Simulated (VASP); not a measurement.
Crystal: TiO2.

```xyz
6
Lattice="-1.8880 1.8966 4.7268 1.8986 -1.8801 4.7245 1.8759 1.8679 -4.7203" Properties=species:S:1:pos:R:3 pbc="T T T"
Ti    1.8681   -1.8427    4.6650
Ti   -0.0968    1.9387    2.3652
O     0.0096    0.0194    1.6721
O     0.0354    1.9110    4.0522
O     0.0260    1.8967    0.7320
O    -0.0449    0.1264    7.7378
```

Base run:

| Item | Value |
| --- | --- |
| Program | VASP 6.6.1 |
| Functional | PBE |
| Potentials or basis | VASP PAW PBE potentials, release 64 (Ti_sv, O) |
| Cutoff | 520 eV |
| k mesh | 5 × 5 × 7, shifted |
| Occupations | fermi-dirac, width 0.1 eV |
| Spin | collinear spin, zero start |
| Starting moments | [0.0, 0.0, 0.0, 0.0, 0.0, 0.0] μB |

Its results: band gap on the k mesh 1.63 eV (least direct gap 1.66 eV); pressure 53.6 GPa; net moment 0.00 μB per cell; largest force 12.646 eV/Å.

Task: The run is repeated on the same cell with these changes: occupations from fermi-dirac, width 0.1 eV to methfessel-paxton, width 0.01 eV; further incar settings from ALGO = Normal; EDIFF = 1e-06; NBANDS = 37 to ALGO = Normal; EDIFF = 1e-07; NBANDS = 37. What comes out?

Result: Band gap on the k mesh 1.52 eV (least direct gap 1.70 eV); pressure 53.6 GPa; net moment 0.00 μB per cell; largest force 12.647 eV/Å.

Caveats: the cell stands under pressure; a shifted mesh leaves out Γ, where band edges can lie; forces of over 1 eV/Å act on the atoms, so gaps and moduli don't describe the material at rest.

A k mesh can miss the band edges.
